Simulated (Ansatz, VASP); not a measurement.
## Two plane-wave programs on Rb3Mg

```
Rb Mg
1.0
     4.75914    0.00000    0.00000
     0.00000    4.75914    0.00000
     0.00000    0.00000   12.20086
Rb Mg
3 1
Direct
  0.00000 0.00000 0.68946
  0.00000 0.00000 0.31054
  0.50000 0.50000 0.00000
  0.50000 0.50000 0.50000
```

Change from the starting cell: species swapped into the MnFe3 type (P4/mmm, No. 123).

Alike in both runs: functional PBE; k mesh 10 × 10 × 4; occupations gaussian, width 0.1 eV; no spin polarisation.

Ansatz relaxed the structure, and its values are those at the end. VASP's run is a single point on that final structure, the one shown.

|  | VASP | Ansatz |
| --- | --- | --- |
| version | VASP 6.6.1 | Ansatz 0.2.0 |
| potentials or method | VASP PAW PBE potentials, release 64 (Rb_sv, Mg), cutoff 520 eV | scalar-relativistic, plane waves, PAW |
| valence electrons in the cell | 29 | 37 |

```csv
,VASP,Ansatz,Ansatz less VASP
gap on the k mesh at the Fermi level (eV),none,none,-
pressure (GPa),0.0,0.0,0.00
```

A gap of «none» marks a metal or a gap that the smearing closes. VASP's potentials hold 29 valence electrons a cell and Ansatz's 37, so a difference there can come from the potentials and not from the codes.
